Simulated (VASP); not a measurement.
# Sb (R-3m) in VASP: single point with PBEsol

Aim: the single point of Sb with PBEsol.

All numbers are computed with VASP 6.6.1; they aren't measurements. Logs are shortened: lines on timing, memory, paths and dates and some standing lists are left out, and cuts for length are marked.

### 1 The cell of the first run

The structure is trigonal, space group R-3m (No. 166). The conventional cell has a = 4.308 Å, b = 4.308 Å, c = 11.274 Å, α = 90.00°, β = 90.00°, γ = 120.00°. Sb (site symmetry 3m) has 6 Sb at 2.91 to 3.35 Å within 3.8 Å.

### 2 Single point, PBEsol

INCAR

```
SYSTEM = Sb
ALGO = Normal
EDIFF = 1E-6
ENCUT = 500
GGA = PS
GGA_COMPAT = .False.
ISIF = 2
ISMEAR = -1
LASPH = .True.
LCHARG = .False.
LREAL = .False.
LWAVE = .False.
NBANDS = 12
NELM = 120
PREC = Accurate
SIGMA = 0.0272
```

KPOINTS

```
k-points
0
Gamma
  6 6 6
  0 0 0
```

POSCAR

```
Sb
1.0
    2.1542000000      1.2437279499      3.7580000000
   -2.1542000000      1.2437279499      3.7580000000
    0.0000000000     -2.4874558998      3.7580000000
Sb
2
Direct
    0.2334900000      0.2334900000      0.2334900000
    0.7665100000      0.7665100000      0.7665100000
```

Potentials or basis: VASP PAW PBE potentials, release 64 (Sb).

The run is started by

```sh
cat potpaw_PBE.64/Sb/POTCAR > POTCAR
mpirun -np 1 vasp_std > vasp.out
```

OUTCAR:

```text
SYSTEM = Sb
   EDIFF = 1E-6
   ENCUT = 500
   GGA = PS
   ISIF = 2
   ISMEAR = -1
   LASPH = .True.
   LREAL = .False.
   NELM = 120
   PREC = Accurate

 ion  position               nearest neighbor table
   1  0.233  0.233  0.233-   2 2.91   2 2.91   2 2.91   2 3.35   2 3.35   2 3.35
   2  0.767  0.767  0.767-   1 2.91   1 2.91   1 2.91   1 3.35   1 3.35   1 3.35

  LATTYP: Found a trigonal (rhomboedric) cell.
 ALAT       =     4.5066618304
 COS(alpha) =     0.5430253624

  Lattice vectors:

 A1 = (   2.1542000000,   1.2437279499,   3.7580000000)
 A2 = (  -2.1542000000,   1.2437279499,   3.7580000000)
 A3 = (   0.0000000000,  -2.4874558998,   3.7580000000)

Analysis of symmetry for initial positions (statically):
=====================================================================
 Subroutine PRICEL returns:
 Original cell was already a primitive cell.

 Routine SETGRP: Setting up the symmetry group for a
 trigonal (rhombohedral) supercell.

 Subroutine GETGRP returns: Found 12 space group operations
 (whereof 12 operations were pure point group operations)
 out of a pool of 12 trial point group operations.

The static configuration has the point symmetry D_3d.

Analysis of symmetry for dynamics (positions and initial velocities):
=====================================================================
 Subroutine PRICEL returns:
 Original cell was already a primitive cell.

 Routine SETGRP: Setting up the symmetry group for a
 trigonal (rhombohedral) supercell.

 Subroutine GETGRP returns: Found 12 space group operations
 (whereof 12 operations were pure point group operations)
 out of a pool of 12 trial point group operations.

The dynamic configuration has the point symmetry D_3d.

 Subroutine INISYM returns: Found 12 space group operations
 (whereof 12 operations are pure point group operations),
 and found     1 'primitive' translations

----------------------------------------------------------------------------------------

                                     Primitive cell

  volume of cell :      60.4115

  direct lattice vectors                    reciprocal lattice vectors
     2.154200000  1.243727950  3.758000000     0.232104726  0.134005726  0.088699663
    -2.154200000  1.243727950  3.758000000    -0.232104726  0.134005726  0.088699663
     0.000000000 -2.487455900  3.758000000     0.000000000 -0.268011452  0.088699663

  length of vectors
     4.506661830  4.506661830  4.506661830     0.282307932  0.282307932  0.282307932

  position of ions in fractional coordinates (direct lattice)
     0.233490000  0.233490000  0.233490000
     0.766510000  0.766510000  0.766510000

  ion indices of the primitive-cell ions
   primitive index   ion index
                 1           1
                 2           2

----------------------------------------------------------------------------------------

 KPOINTS: k-points

Automatic generation of k-mesh.
 Grid dimensions read from file:
 generate k-points for:    6    6    6

 Generating k-lattice:

  Cartesian coordinates                     Fractional coordinates (reciprocal lattice)
     0.038684121  0.022334288  0.014783277     0.166666667  0.000000000  0.000000000
    -0.038684121  0.022334288  0.014783277     0.000000000  0.166666667  0.000000000
     0.000000000 -0.044668575  0.014783277     0.000000000  0.000000000  0.166666667

  Length of vectors
     0.047051322  0.047051322  0.047051322

  Shift w.r.t. Gamma in fractional coordinates (k-lattice)
     0.000000000  0.000000000  0.000000000

 Subroutine IBZKPT returns following result:
 ===========================================

 Found     32 irreducible k-points:

 Following reciprocal coordinates:
            Coordinates               Weight
  0.000000  0.000000  0.000000      1.000000
  0.166667 -0.000000 -0.000000      6.000000
  0.333333 -0.000000 -0.000000      6.000000
  0.500000 -0.000000  0.000000      3.000000
  0.166667  0.166667 -0.000000      6.000000
  0.333333  0.166667  0.000000     12.000000
[... 16 lines left out ...]
  0.500000  0.500000  0.166667      6.000000
 -0.333333  0.500000  0.166667     12.000000
 [... further k-points ...]
   k-points           NKPTS =     32   k-points in BZ     NKDIM =     32   number of bands    NBANDS=     12
   number of dos      NEDOS =    301   number of ions     NIONS =      2
   total plane-waves  NPLWV =  46656
   dimension x,y,z NGX =    36 NGY =   36 NGZ =   36
   dimension x,y,z NGXF=    72 NGYF=   72 NGZF=   72
   ions per type =               2
   NGX,Y,Z   is equivalent  to a cutoff of  13.28, 13.28, 13.28 a.u.
   NGXF,Y,Z  is equivalent  to a cutoff of  26.56, 26.56, 26.56 a.u.
 SYSTEM =  Sb
   PREC   = accura    normal or accurate (medium, high low for compatibility)
   ISTART =      0    job   : 0-new  1-cont  2-samecut
   ICHARG =      2    charge: 1-file 2-atom 10-const
   ISPIN  =      1    spin polarized calculation?
   LNONCOLLINEAR =      F non collinear calculations
   LSORBIT =      F    spin-orbit coupling
   LASPH  =      T    aspherical Exc in radial PAW
   ENCUT  =  500.0 eV  36.75 Ry    6.06 a.u.   8.22  8.22  8.22*2*pi/ulx,y,z
   NELM   =    120;   NELMIN=  2; NELMDL= -5     # of ELM steps
   EDIFF  = 0.1E-05   stopping-criterion for ELM
   LREAL  =      F    real-space projection
   EDIFFG = 0.1E-04   stopping-criterion for IOM
   NSW    =      0    number of steps for IOM
   IBRION =     -1    ionic relax: 0-MD 1-quasi-New 2-CG
   NFREE  =      0    steps in history (QN), initial steepest desc. (CG)
   ISIF   =      2    stress and relaxation
   ISYM   =      2    0-nonsym 1-usesym 2-fastsym
   POTIM  = 0.5000    time-step for ionic-motion
   TEBEG  =    0.0;   TEEND  =   0.0 temperature during run
   PSTRESS=    0.0 pullay stress
   NELECT =      10.0000    total number of electrons
   NUPDOWN=      -1.0000    fix difference up-down
   EMIN   =  10.00;   EMAX   =-10.00  energy-range for DOS
   EFERMI =   0.00;   METHOD = LEGACY
   ISMEAR =    -1;   SIGMA  =   0.03  broadening in eV -4-tet -1-fermi 0-gaus
   EFERMI_NEDOS =   21; number of points for ismear=-14 and -15
   IALGO  =     38    algorithm
   IMIX   =      4    mixing-type and parameters
     AMIX     =   0.40;   BMIX     =  1.00
     AMIX_MAG =   1.60;   BMIX_MAG =  1.00
  volume/ion in A,a.u.               =      30.21       203.84
  Fermi-wavevector in a.u.,A,eV,Ry     =   0.898880  1.698637 10.993305  0.807985
  Thomas-Fermi vector in A             =   2.021644
   LORBIT       =      0    0 simple, 1 ext, 2 COOP (PROOUT), +10 PAW based schemes
   GGA     = PS    functional components
   LHFCALC =     F    Hartree Fock is set to
   AEXX    =    0.0000 exact exchange contribution
   IVDW    =     0    specifies the selected vdW correction
   LEPSILON=     F    determine dielectric tensor
   LRPA    =     F    only Hartree local field effects (RPA)
 non-spin polarized calculation
  energy-cutoff  :      500.00
  volume of cell :       60.41
 maximum number of plane-waves:      1554
 NGX is ok and might be reduce to    36
   NGX = 17   NGY = 17   NGZ = 17

 number of electron      10.0000000 magnetization

 Free energy of the ion-electron system (eV)
  ---------------------------------------------------
  ext. energy  EPLUGINS =         0.00000000
  ---------------------------------------------------
  free energy    TOTEN  =        -9.13005356 eV

  energy without entropy =       -9.12883991  energy(sigma->0) =       -9.12944673

 E-fermi :   7.1836     XC(G=0):  -9.6651

 val. band max:        6.8943168793   @ k =   0.5000  -0.0000   0.0000
 cond. band min:       7.1864142035   @ k =   0.3333   0.1667   0.1667
 fundamental gap:      0.2920973241
 Fermi energy:         7.1836429469

 k-point     1 :       0.0000    0.0000    0.0000
  band No.  band energies     occupation
      1      -5.6002      2.00000
      2       2.3236      2.00000
      3       5.0747      2.00000
      4       5.3479      2.00000
      5       5.3479      2.00000
      6       9.1972      0.00000
      7       9.8298      0.00000
      8       9.8298      0.00000
      9      12.1970      0.00000
     10      12.1970      0.00000
     11      12.3464      0.00000
     12      13.6090      0.00000

 k-point     2 :       0.1667   -0.0000   -0.0000
  band No.  band energies     occupation
      1      -5.2937      2.00000
      2       1.1468      2.00000
      3       5.1160      2.00000
      4       5.2810      2.00000
      5       5.7682      2.00000
      6       8.9121      0.00000
      7       9.1151      0.00000
      8       9.1670      0.00000
      9      11.6163      0.00000
     10      12.1442      0.00000
     11      12.4834      0.00000
     12      15.4013      0.00000

 k-point     3 :       0.3333   -0.0000   -0.0000
  band No.  band energies     occupation
      1      -4.3932      2.00000
      2      -0.9040      2.00000
      3       5.1891      2.00000
      4       5.2055      2.00000
      5       6.2963      2.00000
      6       7.8073      0.00000
      7       7.8844      0.00000
      8       8.0905      0.00000
      9      12.7235      0.00000
     10      13.5422      0.00000
     11      14.0711      0.00000
     12      17.6243      0.00000

 k-point     4 :       0.5000   -0.0000    0.0000
  band No.  band energies     occupation
      1      -3.2370      2.00000
      2      -2.5087      2.00000
      3       5.1998      2.00000
      4       5.3137      2.00000
      5       6.8505      1.99999
      6       6.8943      1.99995
      7       7.2911      0.03782
      8       7.6297      0.00000
      9      14.6332      0.00000
     10      15.3296      0.00000
     11      16.1712      0.00000
     12      16.2095      0.00000

 k-point     5 :       0.1667    0.1667   -0.0000
  band No.  band energies     occupation
      1      -5.2134      2.00000
      2       1.1183      2.00000
      3       4.4208      2.00000
      4       4.7281      2.00000
      5       6.5692      2.00000
      6       7.8824      0.00000
      7       9.4518      0.00000
      8      10.3592      0.00000
      9      11.4244      0.00000
     10      12.9086      0.00000
     11      13.2465      0.00000
     12      14.4872      0.00000
[... 228 lines left out ...]
      1      -2.9035      2.00000
      2      -2.0479      2.00000
      3       2.7001      2.00000
      4       2.7852      2.00000
      5       6.3798      2.00000
      6       7.6465      0.00000
      7      11.1765      0.00000
      8      11.3662      0.00000
      9      12.5597      0.00000
     10      13.0311      0.00000
     11      16.8845      0.00000
     12      17.1537      0.00000

 k-point    22 :      -0.1667    0.3333    0.1667
  band No.  band energies     occupation
      1      -3.6716      2.00000
      2      -1.2184      2.00000
      3       2.8860      2.00000
      4       3.7067      2.00000
      5       5.4169      2.00000
      6       8.3481      0.00000
      7      10.3407      0.00000
      8      10.4482      0.00000
      9      12.1663      0.00000
     10      15.0152      0.00000
     11      15.4050      0.00000
     12      16.4044      0.00000

 k-point    23 :       0.5000    0.5000    0.1667
  band No.  band energies     occupation
      1      -3.5276      2.00000
      2      -0.9927      2.00000
      3       1.9846      2.00000
      4       3.8087      2.00000
      5       4.1870      2.00000
      6       9.3013      0.00000
      7      10.9176      0.00000
      8      11.8682      0.00000
      9      12.8508      0.00000
     10      15.9209      0.00000
     11      16.2775      0.00000
     12      16.8331      0.00000

 k-point    24 :      -0.3333    0.5000    0.1667
  band No.  band energies     occupation
      1      -2.9361      2.00000
      2      -1.5640      2.00000
      3       1.8058      2.00000
      4       2.7036      2.00000
      5       5.2958      2.00000
      6       9.0643      0.00000
      7      10.3744      0.00000
      8      12.7844      0.00000
      9      13.0645      0.00000
     10      14.1515      0.00000
     11      16.9213      0.00000
     12      17.7519      0.00000

 [... further k-points ...]

------------------------ aborting loop because EDIFF is reached ----------------------------------------

  FORCE on cell =-STRESS in cart. coord.  units (eV):
  Direction    XX          YY          ZZ          XY          YZ          ZX
  --------------------------------------------------------------------------------------
  -------------------------------------------------------------------------------------
  Total        0.1543290      0.1543290      0.0159805     -0.0000000      0.0000000      0.0000000
  in kB        4.0929718      4.0929718      0.4238196     -0.0000000      0.0000000      0.0000000
  external PRESSURE =       2.8699211 kB  Pullay stress =       0.0000000 kB

 VOLUME and BASIS-vectors are now :
 -----------------------------------------------------------------------------
  energy-cutoff  :      500.00
  volume of cell :       60.41
      direct lattice vectors                 reciprocal lattice vectors
     2.154200000  1.243727950  3.758000000     0.232104726  0.134005726  0.088699663
    -2.154200000  1.243727950  3.758000000    -0.232104726  0.134005726  0.088699663
     0.000000000 -2.487455900  3.758000000     0.000000000 -0.268011452  0.088699663

 POSITION                                       TOTAL-FORCE (eV/Angst)
 -----------------------------------------------------------------------------------
      0.00000      0.00000      2.63237         0.000000     -0.000000      0.062904
      0.00000      0.00000      8.64163         0.000000      0.000000     -0.062904
 -----------------------------------------------------------------------------------
    total drift:                                0.000000     -0.000000     -0.000000

  FREE ENERGIE OF THE ION-ELECTRON SYSTEM (eV)
  ---------------------------------------------------
  free  energy   TOTEN  =        -9.1300535565 eV

  energy  without entropy=       -9.1288399119  energy(sigma->0) =       -9.12944673
```

It took 18 s on 1 thread of AMD EPYC 7R13 (Zen 3), shared host; peak memory 0.17 GiB.

What came out:

```yaml
Free_energy: -9.1301 eV
Pressure: 0.3 GPa
Largest_force: 0.063 eV/Å
Band_gap_on_the_k_mesh: zero (band 5 reaches 7.19 eV, above the bottom of band 6 at 6.89 eV)
```

Forces on the atoms (eV/Å):
```
Sb   0.000  0.000  0.063
Sb   0.000  0.000 -0.063
```

Stress tensor (GPa, compression positive):
```
0.41 0.00 0.00
0.00 0.41 0.00
0.00 0.00 0.04
```

Caveat: the PAW data sets were made with another functional, which shifts forces and pressure a little; spin-orbit coupling is left out, which moves the levels of the heavy elements.
